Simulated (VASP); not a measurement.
Runs of VASP 6.6.1 on H28C6O3. The cells are those of the table. 

```csv
cell,gap on the mesh (eV),pressure (GPa),largest force (eV/Å)
"a = 6.345, b = 6.333, c = 6.251 Å, angles 88.7, 87.5, 91.8°, 37 atoms",5.23,6.7,4.42
"a = 7.612 Å, 37 atoms",4.77,0.1,4.27
"a = 5.530, b = 5.848, c = 5.869 Å, angles 88.8, 89.6, 94.2°, 37 atoms",(b),16.2,(a)
"a = 5.759, b = 5.910, c = 5.726 Å, angles 87.2, 88.3, 93.4°, 37 atoms",5.25,15.7,3.82
```

Alike in all rows: task single point; level PBE; potentials or basis VASP PAW PBE potentials, release 64 (C, O, H); no spin polarisation; k mesh 1 × 1 × 1; cutoff (eV) 520; smearing fermi-dirac 0.05 eV.

Fill in the values left out.

(a) 3.47; (b) 5.22.

Caveats: all runs use coarse meshes.

A k mesh can miss the band edges.
